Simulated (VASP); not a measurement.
Here is a VASP 6.6.1 calculation.

File INCAR:

```
ALGO = Normal
EDIFF = 1E-6
ENCUT = 520
GGA = PE
ISIF = 2
ISMEAR = -1
LASPH = True
LCHARG = False
LREAL = False
LWAVE = False
NBANDS = 12
NELM = 100
PREC = Accurate
SIGMA = 0.08
```

The input KPOINTS:

```
k-points
0
Gamma
  16 16 16
```

Contents of POSCAR:

```
Ag
1.0
    2.7510814018      0.0000000000      0.0000000000
    0.0000000000      2.7510814018      0.0000000000
    0.0000000000      0.0000000000      2.7510814018
Ag
1
Direct
    0.0000000000      0.0000000000      0.0000000000
```

Potentials or basis: VASP PAW PBE potentials, release 64 (Ag).

The run is started by

```console
$ cat potpaw_PBE.64/Ag/POTCAR > POTCAR
$ mpirun -np 1 vasp_std > vasp.out
```

Question: Estimate the pressure.

Answer: -0.1 GPa.
